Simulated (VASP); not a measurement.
Set up this calculation in VASP 6.6.1, as the native input.

* Task: relaxation of cell and atoms
* Functional: HF
* Potentials or basis: VASP PAW PBE potentials, release 64 (Zn, O)
* Cutoff: 600 eV
* k mesh: 5 × 5 × 5
* Occupations: fermi-dirac, width 0.05 eV
* Spin: no spin polarisation
* Dipole correction: no
* Grid for exact exchange (PRECFOCK): Normal
* Further INCAR settings: ALGO = Normal; EDIFF = 1e-06; IBRION = 2; EDIFFG = -0.01; NSW = 60; ISIF = 3
* Share of exact exchange: 1

The system is ZnO.

```
Zn O
1.0
     2.68821    0.00000    0.00000
     0.00000    2.68821    0.00000
     0.00000    0.00000    2.68821
Zn O
1 1
Direct
  0.00000 0.00000 0.00000
  0.50000 0.50000 0.50000
```

One way to write it, as run:

POSCAR

```
ZnO
1.0
    2.6882100000      0.0000000000      0.0000000000
    0.0000000000      2.6882100000      0.0000000000
    0.0000000000      0.0000000000      2.6882100000
Zn O
1 1
Direct
    0.0000000000      0.0000000000      0.0000000000
    0.5000000000      0.5000000000      0.5000000000
```

INCAR.step1

```
SYSTEM = ZnO
PREC = Accurate
ENCUT = 600
EDIFF = 1E-5
ISMEAR = -1
SIGMA = 0.05
LREAL = .False.
LASPH = .True.
NELM = 80
ALGO = Normal
LWAVE = .True.
LCHARG = .False.
GGA = PE
NBANDS = 16
```

INCAR.step2

```
SYSTEM = ZnO
PREC = Accurate
ENCUT = 600
EDIFF = 1E-6
ISMEAR = -1
SIGMA = 0.05
LREAL = .False.
LASPH = .True.
NELM = 80
ALGO = Normal
ISIF = 3
LWAVE = .False.
LCHARG = .False.
GGA = PE
LHFCALC = .True.
AEXX = 1.0
ALDAC = 0.0
AGGAC = 0.0
PRECFOCK = Normal
IBRION = 2
NSW = 60
EDIFFG = -0.01
ISTART = 1
```

KPOINTS

```
regular mesh
0
Gamma
  5 5 5
  0 0 0
```

Potentials or basis: VASP PAW PBE potentials, release 64 (Zn, O).

Run with:

```bash
$ cat potpaw_PBE.64/Zn/POTCAR potpaw_PBE.64/O/POTCAR > POTCAR
$ cp INCAR.step1 INCAR
$ mpirun -np 1 vasp_std > vasp.out
$ cp INCAR.step2 INCAR
$ mpirun -np 1 vasp_std > vasp.out
```

It gave:

The relaxed volume is 9.39 Å³/atom and the relaxed cell is a = 2.658 Å, b = 2.658 Å, c = 2.658 Å, α = 90.00°, β = 90.00°, γ = 90.00°. The space group after relaxing (to 0.1 Å) is Pm-3m (No. 221), the energy gained by relaxing is 6.7 meV/atom and the ionic steps are 3. The pressure after relaxing is -0.1 GPa and the band gap on the k mesh is 9.48 eV (least direct gap 10.82 eV).

Caveat: the k points lie up to 0.47 Å⁻¹ apart in the final cell; the PAW data sets were made with another functional, which shifts forces and pressure a little; an odd mesh through Γ misses points on the zone boundary, where band edges can lie.

Wall time 18 min on 1 thread of AMD EPYC 9R45 96-Core Processor (Zen 5) (shared host), peak memory 0.12 GiB.
